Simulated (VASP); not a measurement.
# TiO2 (R-3m) in VASP: notebook

Runs on TiO2. Level: PBE+D3(BJ)+U. Tasks: single point.

Program: VASP 6.6.1. These are calculated values, not measurements. Logs are shortened: lines on timing, memory, paths and dates and some standing lists are left out, and cuts for length are marked.

**1. The cell of the first run**

It takes space group R-3m (No. 166, trigonal). Conventional cell: a = 3.008 Å, b = 3.008 Å, c = 14.659 Å, α = 90.00°, β = 90.00°, γ = 120.00°. Ti (site symmetry -3m) has 6 O at 1.98 Å within 2.6 Å. Within 2.6 Å of O (site symmetry 3m) lie 3 Ti at 1.98 Å and 3 O at 2.58 Å.

**2. Single point, PBE+D3(BJ)+U**

Input file INCAR:

```
PREC = Accurate
ENCUT = 910
EDIFF = 1E-6
ISMEAR = 0
SIGMA = 0.05
LREAL = F
LASPH = T
NELM = 200
ALGO = Normal
ISIF = 2
LWAVE = F
LCHARG = F
LMAXMIX = 4
LDAU = T
LDAUTYPE = 2
LDAUL = 2 -1
LDAUU = 4 0
LDAUJ = 0 0
LDAUPRINT = 1
GGA = PE
IVDW = 12
NBANDS = 19
GGA_COMPAT = F
```

Input file KPOINTS:

```
regular mesh
0
Gamma
  12 12 12
```

Input file POSCAR:

```
TiO2
1.0
    1.5040368431      0.8683560762      4.8863028513
   -1.5040368431      0.8683560762      4.8863028513
    0.0000000000     -1.7367121525      4.8863028513
Ti O
1 2
Direct
    0.0000000000      0.0000000000      0.0000000000
    0.6016535052      0.6016535052      0.6016535052
    0.3983464948      0.3983464948      0.3983464948
```

Potentials or basis: VASP PAW PBE potentials, release 64 (Ti_sv, O_h).

The run is started by

```sh
> cat potpaw_PBE.64/Ti_sv/POTCAR potpaw_PBE.64/O_h/POTCAR > POTCAR
> mpirun -np 1 vasp_std > vasp.out
```

OUTCAR:

```text
PREC = Accurate
   ENCUT = 910
   EDIFF = 1E-6
   ISMEAR = 0
   LREAL = F
   LASPH = T
   NELM = 200
   ISIF = 2
   GGA = PE
   IVDW = 12
 IVDW          = 12

 ion  position               nearest neighbor table
   1  0.000  0.000  0.000-   2 1.98   3 1.98   2 1.98   2 1.98   3 1.98   3 1.98
   2  0.602  0.602  0.602-   1 1.98   1 1.98   1 1.98
   3  0.398  0.398  0.398-   1 1.98   1 1.98   1 1.98

  LATTYP: Found a trigonal (rhomboedric) cell.
 ALAT       =     5.1857617237
 COS(alpha) =     0.8317628782

  Lattice vectors:

 A1 = (   1.5040368431,   0.8683560762,   4.8863028513)
 A2 = (  -1.5040368431,   0.8683560762,   4.8863028513)
 A3 = (   0.0000000000,  -1.7367121525,   4.8863028513)

Analysis of symmetry for initial positions (statically):
=====================================================================
 Subroutine PRICEL returns:
 Original cell was already a primitive cell.

 Routine SETGRP: Setting up the symmetry group for a
 trigonal (rhombohedral) supercell.

 Subroutine GETGRP returns: Found 12 space group operations
 (whereof 12 operations were pure point group operations)
 out of a pool of 12 trial point group operations.

The static configuration has the point symmetry D_3d.

Analysis of symmetry for dynamics (positions and initial velocities):
=====================================================================
 Subroutine PRICEL returns:
 Original cell was already a primitive cell.

 Routine SETGRP: Setting up the symmetry group for a
 trigonal (rhombohedral) supercell.

 Subroutine GETGRP returns: Found 12 space group operations
 (whereof 12 operations were pure point group operations)
 out of a pool of 12 trial point group operations.

The dynamic configuration has the point symmetry D_3d.

 Subroutine INISYM returns: Found 12 space group operations
 (whereof 12 operations are pure point group operations),
 and found     1 'primitive' translations

----------------------------------------------------------------------------------------

                                     Primitive cell

  volume of cell :      38.2902

  direct lattice vectors                    reciprocal lattice vectors
     1.504036843  0.868356076  4.886302851     0.332438665  0.191933553  0.068217903
    -1.504036843  0.868356076  4.886302851    -0.332438665  0.191933553  0.068217903
     0.000000000 -1.736712152  4.886302851     0.000000000 -0.383867105  0.068217903

  length of vectors
     5.185761724  5.185761724  5.185761724     0.389881568  0.389881568  0.389881568

  position of ions in fractional coordinates (direct lattice)
     0.000000000  0.000000000  0.000000000
     0.601653505  0.601653505  0.601653505
     0.398346495  0.398346495  0.398346495

  ion indices of the primitive-cell ions
   primitive index   ion index
                 1           1
                 2           2
                 3           3

----------------------------------------------------------------------------------------

 KPOINTS: regular mesh

Automatic generation of k-mesh.
 Grid dimensions read from file:
 generate k-points for:   12   12   12

 Generating k-lattice:

  Cartesian coordinates                     Fractional coordinates (reciprocal lattice)
     0.027703222  0.015994463  0.005684825     0.083333333 -0.000000000 -0.000000000
    -0.027703222  0.015994463  0.005684825    -0.000000000  0.083333333 -0.000000000
     0.000000000 -0.031988925  0.005684825    -0.000000000 -0.000000000  0.083333333

  Length of vectors
     0.032490131  0.032490131  0.032490131

  Shift w.r.t. Gamma in fractional coordinates (k-lattice)
     0.000000000  0.000000000  0.000000000

 Subroutine IBZKPT returns following result:
 ===========================================

 Found    189 irreducible k-points:

 Following reciprocal coordinates:
            Coordinates               Weight
  0.000000  0.000000  0.000000      1.000000
  0.083333  0.000000 -0.000000      6.000000
  0.166667 -0.000000  0.000000      6.000000
  0.250000 -0.000000 -0.000000      6.000000
  0.333333 -0.000000 -0.000000      6.000000
  0.416667  0.000000 -0.000000      6.000000
[... 16 lines left out ...]
  0.500000  0.166667 -0.000000     12.000000
 -0.416667  0.166667  0.000000     12.000000
 [... further k-points ...]
   k-points           NKPTS =    189   k-points in BZ     NKDIM =    189   number of bands    NBANDS=     19
   number of dos      NEDOS =    301   number of ions     NIONS =      3
   total plane-waves  NPLWV = 157464
   dimension x,y,z NGX =    54 NGY =   54 NGZ =   54
   dimension x,y,z NGXF=   108 NGYF=  108 NGZF=  108
   ions per type =               1   2
   NGX,Y,Z   is equivalent  to a cutoff of  17.31, 17.31, 17.31 a.u.
   NGXF,Y,Z  is equivalent  to a cutoff of  34.62, 34.62, 34.62 a.u.
 SYSTEM =  unknown system
   PREC   = accura    normal or accurate (medium, high low for compatibility)
   ISTART =      0    job   : 0-new  1-cont  2-samecut
   ICHARG =      2    charge: 1-file 2-atom 10-const
   ISPIN  =      1    spin polarized calculation?
   LNONCOLLINEAR =      F non collinear calculations
   LSORBIT =      F    spin-orbit coupling
   LASPH  =      T    aspherical Exc in radial PAW
   ENCUT  =  910.0 eV  66.88 Ry    8.18 a.u.  12.76 12.76 12.76*2*pi/ulx,y,z
   NELM   =    200;   NELMIN=  2; NELMDL= -5     # of ELM steps
   EDIFF  = 0.1E-05   stopping-criterion for ELM
   LREAL  =      F    real-space projection
   EDIFFG = 0.1E-04   stopping-criterion for IOM
   NSW    =      0    number of steps for IOM
   IBRION =     -1    ionic relax: 0-MD 1-quasi-New 2-CG
   NFREE  =      0    steps in history (QN), initial steepest desc. (CG)
   ISIF   =      2    stress and relaxation
   ISYM   =      2    0-nonsym 1-usesym 2-fastsym
   POTIM  = 0.5000    time-step for ionic-motion
   TEBEG  =    0.0;   TEEND  =   0.0 temperature during run
   PSTRESS=    0.0 pullay stress
   NELECT =      24.0000    total number of electrons
   NUPDOWN=      -1.0000    fix difference up-down
   EMIN   =  10.00;   EMAX   =-10.00  energy-range for DOS
   EFERMI =   0.00;   METHOD = LEGACY
   ISMEAR =     0;   SIGMA  =   0.05  broadening in eV -4-tet -1-fermi 0-gaus
   EFERMI_NEDOS =   21; number of points for ismear=-14 and -15
   IALGO  =     38    algorithm
   IMIX   =      4    mixing-type and parameters
     AMIX     =   0.40;   BMIX     =  1.00
     AMIX_MAG =   1.60;   BMIX_MAG =  1.00
  volume/ion in A,a.u.               =      12.76        86.13
  Fermi-wavevector in a.u.,A,eV,Ry     =   1.401036  2.647574 26.706897  1.962902
  Thomas-Fermi vector in A             =   2.523937
   LORBIT       =      0    0 simple, 1 ext, 2 COOP (PROOUT), +10 PAW based schemes
 LDA+U is selected, type is set to LDAUTYPE =  2
   angular momentum for each species LDAUL =     2   -1
   U (eV)           for each species LDAUU =   4.0  0.0
   J (eV)           for each species LDAUJ =   0.0  0.0
   GGA     = PE    functional components
   LHFCALC =     F    Hartree Fock is set to
   AEXX    =    0.0000 exact exchange contribution
   IVDW    =    12    specifies the selected vdW correction
   LEPSILON=     F    determine dielectric tensor
   LRPA    =     F    only Hartree local field effects (RPA)
 non-spin polarized calculation
 Gauss-broadening in eV      SIGMA  =   0.05
  energy-cutoff  :      910.00
  volume of cell :       38.29
 maximum number of plane-waves:      2437
 NGX is ok and might be reduce to    54
   NGX = 25   NGY = 25   NGZ = 25

atom =   1  type =  1  l = 2

 onsite density matrix

spin component  1

  0.1759  0.0000  0.0000 -0.0873 -0.0000
  0.0000  0.1859  0.0000 -0.0000 -0.0873
  0.0000  0.0000  0.0915  0.0000 -0.0000
 -0.0873 -0.0000  0.0000  0.1859  0.0000
 -0.0000 -0.0873 -0.0000  0.0000  0.1759

spin component  2

  0.1759  0.0000  0.0000 -0.0873 -0.0000
  0.0000  0.1859  0.0000 -0.0000 -0.0873
  0.0000  0.0000  0.0915  0.0000 -0.0000
 -0.0873 -0.0000  0.0000  0.1859  0.0000
 -0.0000 -0.0873 -0.0000  0.0000  0.1759

 occupancies and eigenvectors

  o =  0.0915  v =  0.0000 -0.0000 -1.0000  0.0000 -0.0000  0.0000  0.0000  0.0000  0.0000  0.0000      0.0000  0.0000  0.0000  0.0000  0.0000  0.0000  0.0000  0.0000  0.0000  0.0000
  o =  0.0915  v =  0.0000  0.0000  0.0000  0.0000  0.0000  0.0000 -0.0000 -1.0000  0.0000 -0.0000      0.0000  0.0000  0.0000  0.0000  0.0000  0.0000  0.0000  0.0000  0.0000  0.0000
  o =  0.0934  v =  0.0000  0.0000  0.0000  0.0000  0.0000 -0.7271  0.0000  0.0000 -0.6865 -0.0000      0.0000  0.0000  0.0000  0.0000  0.0000  0.0000  0.0000  0.0000  0.0000  0.0000
  o =  0.0934  v = -0.7271  0.0000  0.0000 -0.6865 -0.0000  0.0000  0.0000  0.0000  0.0000  0.0000      0.0000  0.0000  0.0000  0.0000  0.0000  0.0000  0.0000  0.0000  0.0000  0.0000
  o =  0.0934  v =  0.0000  0.6865 -0.0000  0.0000  0.7271  0.0000  0.0000  0.0000  0.0000  0.0000      0.0000  0.0000  0.0000  0.0000  0.0000  0.0000  0.0000  0.0000  0.0000  0.0000
  o =  0.0934  v =  0.0000  0.0000  0.0000  0.0000  0.0000  0.0000  0.6865 -0.0000  0.0000  0.7271      0.0000  0.0000  0.0000  0.0000  0.0000  0.0000  0.0000  0.0000  0.0000  0.0000
  o =  0.2684  v =  0.0000 -0.7271 -0.0000  0.0000  0.6865  0.0000  0.0000  0.0000  0.0000  0.0000      0.0000  0.0000  0.0000  0.0000  0.0000  0.0000  0.0000  0.0000  0.0000  0.0000
  o =  0.2684  v =  0.0000  0.0000  0.0000  0.0000  0.0000  0.0000 -0.7271 -0.0000  0.0000  0.6865      0.0000  0.0000  0.0000  0.0000  0.0000  0.0000  0.0000  0.0000  0.0000  0.0000
  o =  0.2684  v = -0.6865  0.0000 -0.0000  0.7271  0.0000  0.0000  0.0000  0.0000  0.0000  0.0000      0.0000  0.0000  0.0000  0.0000  0.0000  0.0000  0.0000  0.0000  0.0000  0.0000
  o =  0.2684  v =  0.0000  0.0000  0.0000  0.0000  0.0000 -0.6865  0.0000 -0.0000  0.7271  0.0000      0.0000  0.0000  0.0000  0.0000  0.0000  0.0000  0.0000  0.0000  0.0000  0.0000

 number of electron      24.0000002 magnetization

 Free energy of the ion-electron system (eV)
  ---------------------------------------------------
  ext. energy  EPLUGINS =         0.00000000
  ---------------------------------------------------
  free energy    TOTEN  =       -23.80596707 eV

  energy without entropy =      -23.80596707  energy(sigma->0) =      -23.80596707

 E-fermi :   3.0782     XC(G=0):  -9.9499

 val. band max:        2.8425993176   @ k =  -0.1667   0.0833  -0.0000
 cond. band min:       5.8477807092   @ k =   0.0000   0.0000   0.0000
 fundamental gap:      3.0051813916
 Fermi energy:         3.0781618041

 k-point     1 :       0.0000    0.0000    0.0000
  band No.  band energies     occupation
      1     -54.7908      2.00000
      2     -31.0196      2.00000
      3     -30.7372      2.00000
      4     -30.7372      2.00000
      5     -14.9731      2.00000
      6     -13.0550      2.00000
[... 11 lines left out ...]
     18      10.0697      0.00000
     19      13.9149      0.00000

 k-point     2 :       0.0833    0.0000   -0.0000
  band No.  band energies     occupation
      1     -54.7866      2.00000
      2     -31.0124      2.00000
      3     -30.7730      2.00000
      4     -30.7440      2.00000
      5     -14.8846      2.00000
      6     -13.1002      2.00000
[... 11 lines left out ...]
     18      10.3408      0.00000
     19      14.2609      0.00000

 k-point     3 :       0.1667   -0.0000    0.0000
  band No.  band energies     occupation
      1     -54.7752      2.00000
      2     -30.9931      2.00000
      3     -30.8696      2.00000
      4     -30.7626      2.00000
      5     -14.6418      2.00000
      6     -13.2200      2.00000
[... 11 lines left out ...]
     18      11.0516      0.00000
     19      15.1086      0.00000

 k-point     4 :       0.2500   -0.0000   -0.0000
  band No.  band energies     occupation
      1     -54.7595      2.00000
      2     -31.0045      2.00000
      3     -30.9608      2.00000
      4     -30.7879      2.00000
      5     -14.3119      2.00000
      6     -13.3700      2.00000
[... 407 lines left out ...]
     18      13.5019      0.00000
     19      16.7032      0.00000

 k-point    23 :       0.5000    0.1667   -0.0000
  band No.  band energies     occupation
      1     -54.7280      2.00000
      2     -31.1840      2.00000
      3     -30.9188      2.00000
      4     -30.9012      2.00000
      5     -13.7496      2.00000
      6     -13.5206      2.00000
[... 11 lines left out ...]
     18      14.2521      0.00000
     19      16.2172      0.00000

 k-point    24 :      -0.4167    0.1667    0.0000
  band No.  band energies     occupation
      1     -54.7244      2.00000
      2     -31.2056      2.00000
      3     -30.9233      2.00000
      4     -30.9035      2.00000
      5     -13.7718      2.00000
      6     -13.4449      2.00000
[... 11 lines left out ...]
     18      15.0477      0.00000
     19      15.3881      0.00000

 [... further k-points ...]

------------------------ aborting loop because EDIFF is reached ----------------------------------------

 Edisp (eV)   -0.58177

 E8    (eV) :    -0.2262

  FORCE on cell =-STRESS in cart. coord.  units (eV):
  Direction    XX          YY          ZZ          XY          YZ          ZX
  --------------------------------------------------------------------------------------
  -------------------------------------------------------------------------------------
  Total       0.81736     0.81736     0.65920     0.00000    -0.00000     0.00000
  in kB      34.20096    34.20096    27.58287     0.00000    -0.00000     0.00000
  external pressure =       31.99 kB  Pullay stress =        0.00 kB

 VOLUME and BASIS-vectors are now :
 -----------------------------------------------------------------------------
  energy-cutoff  :      910.00
  volume of cell :       38.29
      direct lattice vectors                 reciprocal lattice vectors
     1.504036843  0.868356076  4.886302851     0.332438665  0.191933553  0.068217903
    -1.504036843  0.868356076  4.886302851    -0.332438665  0.191933553  0.068217903
     0.000000000 -1.736712152  4.886302851     0.000000000 -0.383867105  0.068217903

 POSITION                                       TOTAL-FORCE (eV/Angst)
 -----------------------------------------------------------------------------------
      0.00000      0.00000      0.00000         0.000000      0.000000      0.000000
      0.00000     -0.00000      8.81958         0.000000      0.000000     -0.398373
      0.00000     -0.00000      5.83932         0.000000     -0.000000      0.398373
 -----------------------------------------------------------------------------------
    total drift:                               -0.000000      0.000000     -0.000000

  FREE ENERGIE OF THE ION-ELECTRON SYSTEM (eV)
  ---------------------------------------------------
  free  energy   TOTEN  =       -24.3877382189 eV

  energy  without entropy=      -24.3877382189  energy(sigma->0) =      -24.38773822
```

It took 9.2 min on 1 thread of AMD EPYC 9R45 (Zen 5), shared host; peak memory 0.53 GiB.

What came out:

* Free energy: -24.3877 eV
* Pressure: 3.2 GPa
* Largest force: 0.398 eV/Å
* Band gap on the k mesh: 3.01 eV (least direct gap 3.33 eV)
* Dispersion energy per atom: -0.194 eV

Forces in eV/Å, atoms in the order of the input:
```
Ti   0.000  0.000  0.000
O    0.000  0.000 -0.398
O    0.000  0.000  0.398
```

Eigenvalues of the final occupation matrices:
| site | spin | trace | eigenvalues |
| --- | --- | --- | --- |
| site 1 d | 1 | 0.82 | 0.09 0.09 0.09 0.27 0.27 |
| site 1 d | 2 | 0.82 | 0.09 0.09 0.09 0.27 0.27 |

Caveat: the cutoff is under 1.25 times the usual one of these potentials, so pressure, stress and relaxed cells hold a basis-set (Pulay) error; the cell stands under pressure. A k mesh can miss the band edges.

**3. Single point, PBE+D3(BJ)+U**

Input file INCAR:

```
PREC = Accurate
ENCUT = 910
EDIFF = 1E-6
ISMEAR = 0
SIGMA = 0.02
LREAL = False
LASPH = True
NELM = 200
ALGO = Normal
ISIF = 2
LWAVE = False
LCHARG = False
LMAXMIX = 4
LDAU = True
LDAUTYPE = 2
LDAUL = 2 -1
LDAUU = 4 0
LDAUJ = 0 0
LDAUPRINT = 1
GGA = PE
IVDW = 12
NBANDS = 19
GGA_COMPAT = False
```

Input file KPOINTS:

```
Automatic mesh
0
Gamma
  12 12 12
```

POSCAR is that of step 2.

Potentials or basis: VASP PAW PBE potentials, release 64 (Ti_sv, O_h).

The run is started by

```sh
> cat potpaw_PBE.64/Ti_sv/POTCAR potpaw_PBE.64/O_h/POTCAR > POTCAR
> mpirun -np 1 vasp_std > vasp.out
```

It took 9.3 min on 1 thread of Intel Xeon 6975P-C (Granite Rapids), shared host; peak memory 0.57 GiB.

The run converged. Its results:

- Free energy: -24.3877 eV
- Pressure: 3.2 GPa
- Largest force: 0.398 eV/Å
- Band gap on the k mesh: 3.01 eV (least direct gap 3.33 eV)
- Dispersion energy per atom: -0.194 eV

Forces on the atoms (eV/Å):
```
Ti   0.000  0.000  0.000
O    0.000  0.000 -0.398
O    0.000  0.000  0.398
```

Stress tensor (GPa, compression positive):
```
3.42 0.00 0.00
0.00 3.42 0.00
0.00 0.00 2.76
```

Levels at points of the mesh, in eV from the valence-band top:
```
           k point  band 10  band 11  band 12  band 13  band 14  band 15
(0.00, 0.00, 0.00)    -0.56    -0.56    -0.37     3.01     3.01     4.53
(0.50, 0.00, 0.00)    -1.63    -1.60    -1.12     3.18     4.02     4.03
(0.50, 0.50, 0.00)    -2.03    -1.67    -0.69     3.18     4.01     4.02
(0.50, 0.50, 0.50)    -1.45    -0.50    -0.50     3.01     3.01     4.64
```

Eigenvalues of the final occupation matrices:
| site | spin | trace | eigenvalues |
| --- | --- | --- | --- |
| site 1 d | 1 | 0.82 | 0.09 0.09 0.09 0.27 0.27 |
| site 1 d | 2 | 0.82 | 0.09 0.09 0.09 0.27 0.27 |

Caveat: the cutoff is under 1.25 times the usual one of these potentials, so pressure, stress and relaxed cells hold a basis-set (Pulay) error; the cell stands under pressure. A k mesh can miss the band edges.
